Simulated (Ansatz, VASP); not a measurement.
# One calculation of Zr5N, two programs

Contents of INCAR:

```
PREC = Accurate
ENCUT = 520
EDIFF = 1E-6
ISMEAR = 0
SIGMA = 0.1
LREAL = F
LASPH = T
NELM = 60
ALGO = Normal
ISIF = 2
LWAVE = F
LCHARG = F
GGA = PE
NBANDS = 42
```

Contents of KPOINTS:

```
regular mesh
0
Gamma
  4 4 4
```

POSCAR

```
Zr5N
1.0
    0.0000000000      3.7053301100      3.7053301100
    3.7053301100      0.0000000000      3.7053301100
    3.7053301100      3.7053301100      0.0000000000
Zr N
5 1
Direct
    0.7500000000      0.7500000000      0.7500000000
    0.1028672500      0.1028672500      0.1028672500
    0.1028672500      0.1028672500      0.6913982600
    0.1028672500      0.6913982600      0.1028672500
    0.6913982600      0.1028672500      0.1028672500
    0.2500000000      0.2500000000      0.2500000000
```

Input for Ansatz:

```yaml
crystal:
  lattice:
    - [0.0, 3.70533011, 3.70533011]
    - [3.70533011, 0.0, 3.70533011]
    - [3.70533011, 3.70533011, 0.0]
  atoms:
    - { symbol: Zr, position: [0.75, 0.75, 0.75] }
    - { symbol: Zr, position: [0.10286725, 0.10286725, 0.10286725] }
    - { symbol: Zr, position: [0.10286725, 0.10286725, 0.69139826] }
    - { symbol: Zr, position: [0.10286725, 0.69139826, 0.10286725] }
    - { symbol: Zr, position: [0.69139826, 0.10286725, 0.10286725] }
    - { symbol: "N", position: [0.25, 0.25, 0.25] }
basis:
  ecutwfc: 420
kpoints:
  mp_grid: { grid: [4, 4, 4] }
hamiltonian:
  xc: pbe
scf:
  occupations: { method: gaussian, width: 0.1 }
  lower_state_search: "off"
output:
  forces: true
  stress: true
  eigenvalues: true
```

Alike in both runs: task single point; functional PBE; k mesh 4 × 4 × 4; occupations gaussian, width 0.1 eV; no spin polarisation.

|  | VASP | Ansatz |
| --- | --- | --- |
| version | VASP 6.6.1 | Ansatz 0.2.0 |
| potentials or method | VASP PAW PBE potentials, release 64 (Zr_sv, N), cutoff 520 eV | scalar-relativistic, plane waves, PAW |
| valence electrons in the cell | 65 | 65 |

```csv
,VASP,Ansatz,Ansatz less VASP
gap on the k mesh at the Fermi level (eV),none,none,-
rms of the force components (eV/Å),8.265,8.022,-0.2427
```

Atom by atom the forces differ by 0.243 eV/Å (rms over components). A gap of «none» marks a metal or a gap that the smearing closes.

The k mesh is coarse, so the values compare programs but aren't converged.
